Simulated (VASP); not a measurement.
Crystal: NaF (Villiaumite).

```xyz
2
Lattice="0.0000 2.3505 2.3505 2.3505 0.0000 2.3505 2.3505 2.3505 0.0000" Properties=species:S:1:pos:R:3 pbc="T T T"
Na    0.0000    0.0000    0.0000
F     2.3505    2.3505    2.3505
```

Base run:

* Program: VASP 6.6.1
* Functional: r2SCAN
* Potentials or basis: VASP PAW PBE potentials, release 64 (Na_pv, F)
* Cutoff: 520 eV
* k mesh: 10 × 10 × 10
* Occupations: fermi-dirac, width 0.05 eV
* Spin: no spin polarisation

Its results: band gap on the k mesh 6.93 eV, direct; pressure -3.7 GPa.

Problem. The run is repeated on the same cell with these changes: functional from r2SCAN to PBEsol; further incar settings from ALGO = Normal; EDIFF = 1e-07; NBANDS = 14 to ALGO = Normal; EDIFF = 1e-06; NBANDS = 14. What comes out?

Solution. Band gap on the k mesh 5.94 eV, direct; pressure -2.1 GPa.

Caveats: the PAW data sets were made with another functional, which shifts forces and pressure a little.

A k mesh can miss the band edges.
